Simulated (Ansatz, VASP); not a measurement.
**GaN: VASP beside Ansatz**

The input POSCAR:

```
GaN
1.0
    0.0000000000      2.1971630923      2.3661756379
    2.1971630923      0.0000000000      2.3661756379
    2.1971630923      2.1971630923      0.0000000000
Ga N
1 1
Direct
    0.0000000000      0.0000000000      0.0000000000
    0.7500000000      0.7500000000      0.7500000000
```

File INCAR.step1:

```
SYSTEM = GaN
PREC = Accurate
ENCUT = 520
ISMEAR = 0
SIGMA = 0.05
LREAL = .FALSE.
LASPH = .TRUE.
NELM = 60
NBANDS = 16
GGA = PE
ALGO = Normal
EDIFF = 1E-4
LWAVE = .TRUE.
LCHARG = .FALSE.
```

INCAR.step2

```
SYSTEM = GaN
PREC = Accurate
ENCUT = 520
EDIFF = 1E-6
ISMEAR = 0
SIGMA = 0.05
LREAL = .FALSE.
LASPH = .TRUE.
NELM = 60
ALGO = Normal
ISIF = 2
LWAVE = .FALSE.
LCHARG = .FALSE.
METAGGA = R2SCAN
LMIXTAU = .TRUE.
NBANDS = 16
ISTART = 1
```

KPOINTS

```
regular mesh
0
G
  10 10 10
  0 0 0
```

Input for Ansatz:

```yaml
crystal:
  lattice:
    - [0.0, 2.1971630923, 2.3661756379]
    - [2.1971630923, 0.0, 2.3661756379]
    - [2.1971630923, 2.1971630923, 0.0]
  atoms:
    - { symbol: Ga, position: [0.0, 0.0, 0.0] }
    - { symbol: "N", position: [0.75, 0.75, 0.75] }
basis:
  ecutwfc: 500
kpoints:
  mp_grid: { grid: [10, 10, 10] }
hamiltonian:
  xc: r2scan
scf:
  occupations: { method: gaussian, width: 0.05 }
output:
  forces: true
  stress: true
  eigenvalues: true
  write_density: true
  write_potential: true
  elf: true
  volumetric_format: npy
```

Change from the starting cell: strain -0.025 along x and y, +0.050 along z, atoms carried along.

Alike in both runs: task single point; functional r2SCAN; k mesh 10 × 10 × 10; occupations gaussian, width 0.05 eV; no spin polarisation.

|  | VASP | Ansatz |
| --- | --- | --- |
| version | VASP 6.6.1 | Ansatz 0.2.0 |
| potentials or method | VASP PAW PBE potentials, release 64 (Ga_d, N), cutoff 520 eV | scalar-relativistic, plane waves, PAW |
| valence electrons in the cell | 18 | 18 |

VASP gave:

- gap on the k mesh at the Fermi level (eV): 1.98
- least direct gap on the mesh (eV): 1.98
- pressure (GPa): -0.1
- traceless stress, the component that is largest in VASP (GPa): -7.68

Q: What did Ansatz give for the same quantities?

A: gap on the k mesh at the Fermi level (eV): 1.99; least direct gap on the mesh (eV): 1.99; pressure (GPa): -1.2; traceless stress, the component that is largest in VASP (GPa): -7.75.

VASP's potentials were made for PBE, not for r2SCAN. With one functional, cell and mesh, what is left measures potentials, basis and numerics.
